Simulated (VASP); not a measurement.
# Ir (Fd-3m) in VASP: further runs, part 2 of 2

VASP 6.6.1. Earlier steps stand in the parts before.

## 4. Relaxation of cell and atoms, PBEsol

File INCAR:

```
SYSTEM = Ir
PREC = Accurate
ENCUT = 600
EDIFF = 1E-7
ISMEAR = 0
SIGMA = 0.1
LREAL = .FALSE.
LASPH = .TRUE.
NELM = 80
ALGO = Normal
ISIF = 3
LWAVE = .FALSE.
LCHARG = .FALSE.
GGA = PS
IBRION = 2
NSW = 90
EDIFFG = -0.04
```

File KPOINTS:

```
regular mesh
0
G
  6 6 6
  0 0 0
```

File POSCAR:

```
Ir
1.0
    0.0000000000      2.5380291931      2.5380291931
    2.5380291931      0.0000000000      2.5380291931
    2.5380291931      2.5380291931      0.0000000000
Ir
2
Direct
    0.5000000000      0.5000000000      0.5000000000
    0.7500000000      0.7500000000      0.7500000000
```

Potentials or basis: VASP PAW PBE potentials, release 64 (Ir).

Started as:

```bash
$ cat potpaw_PBE.64/Ir/POTCAR > POTCAR
$ mpirun -np 1 vasp_std > vasp.out
```

OUTCAR:

```text
SYSTEM = Ir
   PREC = Accurate
   ENCUT = 600
   EDIFF = 1E-7
   ISMEAR = 0
   LREAL = .FALSE.
   LASPH = .TRUE.
   NELM = 80
   ISIF = 3
   GGA = PS
   IBRION = 2
   NSW = 90
   EDIFFG = -0.04

 ion  position               nearest neighbor table
   1  0.500  0.500  0.500-   2 2.20   2 2.20   2 2.20   2 2.20
   2  0.750  0.750  0.750-   1 2.20   1 2.20   1 2.20   1 2.20

  LATTYP: Found a face centered cubic cell.
 ALAT       =     5.0760583862

  Lattice vectors:

 A1 = (   0.0000000000,   2.5380291931,   2.5380291931)
 A2 = (   2.5380291931,   0.0000000000,   2.5380291931)
 A3 = (   2.5380291931,   2.5380291931,   0.0000000000)

Analysis of symmetry for initial positions (statically):
=====================================================================
 Subroutine PRICEL returns:
 Original cell was already a primitive cell.

 Routine SETGRP: Setting up the symmetry group for a
 face centered cubic supercell.

 Subroutine GETGRP returns: Found 48 space group operations
 (whereof 24 operations were pure point group operations)
 out of a pool of 48 trial point group operations.

The static configuration has the point symmetry T_d .
 The point group associated with its full space group is O_h .

Analysis of symmetry for dynamics (positions and initial velocities):
[... 136 lines left out ...]
 Gauss-broadening in eV      SIGMA  =   0.10
  energy-cutoff  :      600.00
  volume of cell :       32.70
 maximum number of plane-waves:      1113
 NGX is ok and might be reduce to    30
   NGX = 15   NGY = 15   NGZ = 15

--------------------------------------- Ionic step        1  -------------------------------------------

 number of electron      18.0000002 magnetization

 Free energy of the ion-electron system (eV)
  ---------------------------------------------------
  ext. energy  EPLUGINS =         0.00000000
  ---------------------------------------------------
  free energy    TOTEN  =       -15.28972524 eV

  energy without entropy =      -15.28153292  energy(sigma->0) =      -15.28562908

------------------------ aborting loop because EDIFF is reached ----------------------------------------

  FORCE on cell =-STRESS in cart. coord.  units (eV):
  Direction    XX          YY          ZZ          XY          YZ          ZX
  --------------------------------------------------------------------------------------
  -------------------------------------------------------------------------------------
  Total       17.6304483     17.6304483     17.6304483     -0.0000000     -0.0000000     -0.0000000
  in kB      863.8813565    863.8813565    863.8813565     -0.0000000     -0.0000000     -0.0000000
  external PRESSURE =     863.8813565 kB  Pullay stress =       0.0000000 kB
[... 992 lines left out ...]
--------------------------------------- Ionic step        7  -------------------------------------------

 number of electron      18.0000002 magnetization

 Free energy of the ion-electron system (eV)
  ---------------------------------------------------
  ext. energy  EPLUGINS =         0.00000000
  ---------------------------------------------------
  free energy    TOTEN  =       -17.23786188 eV

  energy without entropy =      -17.22489437  energy(sigma->0) =      -17.23137813

 E-fermi :   5.3954     XC(G=0): -11.4982

 val. band max:        5.3790700111   @ k =  -0.3333   0.3333   0.0000
 cond. band min:       5.6071199699   @ k =  -0.1667   0.1667   0.0000
 fundamental gap:      0.2280499588
 Fermi energy:         5.3954303230
[... 283 lines left out ...]
  FREE ENERGIE OF THE ION-ELECTRON SYSTEM (eV)
  ---------------------------------------------------
  free  energy   TOTEN  =       -17.2378618810 eV

  energy  without entropy=      -17.2248943707  energy(sigma->0) =      -17.23137813

 reached required accuracy - stopping structural energy minimisation
```

Run time: 43 s. Hardware: 1 thread of Intel Xeon Platinum 8488C (Sapphire Rapids), shared host; peak memory 0.17 GiB.

Results:

| Property | Result |
| --- | --- |
| Free energy | -17.2379 eV |
| Relaxed volume | 20.88 Å³/atom |
| Relaxed cell | a = 3.894 Å, b = 3.894 Å, c = 3.894 Å, α = 60.00°, β = 60.00°, γ = 60.00° |
| Space group after relaxing (to 0.05 Å) | Fd-3m (No. 227) |
| Energy gained by relaxing | 974.1 meV/atom |
| Ionic steps | 7 |
| Pressure after relaxing | 0.0 GPa |
| Band gap on the k mesh | zero (band 9 reaches 6.36 eV, above the bottom of band 10 at 4.95 eV) |

The path:
```csv
step,energy change (eV),largest force (eV/Å),pressure (GPa),volume (Å³)
1,0.0000,0.0000,86.39,32.70
2,5.8725,0.0000,-19.04,94.67
3,1.4648,0.0000,-28.97,65.35
4,-1.1642,0.0000,-23.95,50.44
5,-1.9378,0.0000,4.15,40.93
6,-1.9469,0.0000,-1.35,42.03
7,-1.9481,0.0000,-0.04,41.76
```

Final structure:
```yaml
crystal:
  lattice:
    - [0.00000, 2.75355, 2.75355]
    - [2.75355, 0.00000, 2.75355]
    - [2.75355, 2.75355, 0.00000]
  atoms:
    - { symbol: Ir, position: [0.50000, 0.50000, 0.50000] }
    - { symbol: Ir, position: [0.75000, 0.75000, 0.75000] }
```

Caveat: the volume moved by over 15 % at a fixed basis, so the end points are rough; the PAW data sets were made with another functional, which shifts forces and pressure a little; spin-orbit coupling is left out, which moves the levels of the heavy elements.

## 5. The runs side by side

```tsv
task	cell	cutoff (eV)	gap on the mesh (eV)	pressure (GPa)
single point	a = 3.589 Å, angles 60.0°, 2 atoms	520	none	86.3
single point	a = 3.895 Å, angles 60.0°, 2 atoms	520	none	-0.3
relaxation of cell and atoms	relaxed from a = 3.589 Å, angles 60.0°, 2 atoms	600	none	0.0
```

Alike in all rows: level PBEsol; potentials or basis VASP PAW PBE potentials, release 64 (Ir); no spin polarisation; k mesh 6 × 6 × 6; smearing gaussian 0.1 eV.

Caveats: the PAW data sets were made with another functional, which shifts forces and pressure a little; spin-orbit coupling is left out, which moves the levels of the heavy elements; the volume moved by over 15 % at a fixed basis, so the end points are rough (some runs).

Total energies depend on the potentials used, so only differences within one code and one set of settings carry meaning.
